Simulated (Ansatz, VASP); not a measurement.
Given: the input of a run of Ansatz 0.2.0 on AlCd.

input.yaml

```yaml
crystal:
  lattice:
    - [1.9318544805, 1.1153566994, 3.2060521548]
    - [-1.9318544805, 1.1153566994, 3.2060521548]
    - [0.0, -2.230713409, 3.2060521548]
  atoms:
    - { symbol: Al, position: [0.5, 0.5, 0.5] }
    - { symbol: Cd, position: [0.0, 0.0, 0.0] }
kpoints:
  mp_grid: { grid: [9, 9, 9] }
scf:
  occupations: { method: fermi_dirac, width: 0.05 }
hamiltonian:
  xc: pbe
  pseudopotentials: { kind: all_electron, lapw: { basis_error: 0.0005 } }
output:
  forces: true
  stress: true
  eigenvalues: true
```

Potentials or basis: all-electron LAPW, scalar-relativistic.

Run with:

```console
$ ansatz run input.yaml --threads 1 --pin off --max-ram 3072MiB --backend cpu --events-out ev --progress --plain --runs-dir out
```

Question: Translate it to VASP 6.6.1. Potentials there: VASP PAW PBE potentials, release 64 (Al, Cd).

Answer: As run (the cutoff follows the program's own potentials):

File INCAR:

```
PREC = Accurate
ENCUT = 520
EDIFF = 1E-7
ISMEAR = -1
SIGMA = 0.05
LREAL = False
LASPH = True
NELM = 80
ALGO = Normal
ISIF = 2
LWAVE = False
LCHARG = False
GGA = PE
NBANDS = 14
```

Contents of KPOINTS:

```
Automatic mesh
0
Gamma
  9 9 9
```

The input POSCAR:

```
AlCd
1.0
    1.9318544805      1.1153566994      3.2060521548
   -1.9318544805      1.1153566994      3.2060521548
    0.0000000000     -2.2307134090      3.2060521548
Al Cd
1 1
Direct
    0.5000000000      0.5000000000      0.5000000000
    0.0000000000      0.0000000000      0.0000000000
```

Potentials or basis: VASP PAW PBE potentials, release 64 (Al, Cd).

Command:

```bash
$ cat potpaw_PBE.64/Al/POTCAR potpaw_PBE.64/Cd/POTCAR > POTCAR
$ mpirun -np 1 vasp_std > vasp.out
```

Both were run:

|  | VASP | Ansatz | Ansatz less VASP |
| --- | --- | --- | --- |
| gap on the k mesh at the Fermi level (eV) | none | none | - |
| pressure (GPa) | 6.4 | 6.2 | -0.17 |
| traceless stress, the component that is largest in VASP (GPa) | -0.06 | -0.04 | +0.026 |

A gap of «none» marks a metal or a gap that the smearing closes. Ansatz ran all-electron here, and VASP with PAW potentials.
